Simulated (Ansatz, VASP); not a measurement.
One calculation of Sb, two programs

```
CELL_PARAMETERS angstrom
3.33202 0.00000 0.00000
-1.66601 2.88561 0.00000
0.00000 0.00000 5.43345
ATOMIC_POSITIONS crystal
Sb 0.66667 0.33333 0.75000
Sb 0.33333 0.66667 0.25000
```

Alike in both runs: task single point; functional PBE0; k mesh 6 × 6 × 4; occupations fermi-dirac, width 0.05 eV; no spin polarisation.

```csv
,VASP,Ansatz
version,VASP 6.6.1,Ansatz 0.2.0
potentials or method,"VASP PAW PBE potentials, release 64 (Sb)",Ansatz PAW
plane-wave cutoff (eV),520,420
valence electrons in the cell,10,30
```

Ansatz gave:

```
gap on the k mesh at the Fermi level (eV)                     : none
pressure (GPa)                                                : 0.9
traceless stress, the component that is largest in VASP (GPa) : 4.61
```

Task: What did VASP give for the same quantities?

Result: gap on the k mesh at the Fermi level (eV): none; pressure (GPa): -0.4; traceless stress, the component that is largest in VASP (GPa): 4.54.

A gap of «none» marks a metal or a gap that the smearing closes. With one functional, cell and mesh, what is left measures potentials, basis and numerics. VASP's potentials hold 10 valence electrons a cell and Ansatz's 30, so a difference there can come from the potentials and not from the codes.

The k mesh is coarse, so the values compare programs but aren't converged. Spin-orbit coupling is off throughout.
